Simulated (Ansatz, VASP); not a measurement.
# K2H5 in VASP and in Ansatz

```
K H
1.0
     5.87814    0.00000    0.00000
    -2.93907    5.09062    0.00000
     0.00000    0.00000    7.38682
K H
2 5
Direct
  0.33333 0.66667 0.00000
  0.66667 0.33333 0.00000
  0.33333 0.66667 0.55179
  0.66667 0.33333 0.55179
  0.33333 0.66667 0.44821
  0.66667 0.33333 0.44821
  0.00000 0.00000 0.00000
```

Alike in both runs: functional PBE; k mesh 6 × 6 × 6; occupations gaussian, width 0.1 eV; no spin polarisation.

Ansatz relaxed the structure, and its values are those at the end. VASP's run is a single point on that final structure, the one shown.

```csv
,VASP,Ansatz
version,VASP 6.6.1,Ansatz 0.2.0
potentials or method,"VASP PAW PBE potentials, release 64 (K_sv, H), cutoff 500 eV","scalar-relativistic, plane waves, PAW"
valence electrons in the cell,23,23
```

|  | VASP | Ansatz | Ansatz less VASP |
| --- | --- | --- | --- |
| gap on the k mesh at the Fermi level (eV) | none | none | - |
| pressure (GPa) | 0.0 | 0.0 | +0.07 |

A gap of «none» marks a metal or a gap that the smearing closes. Ansatz's warnings: xc potential rough in thin density.
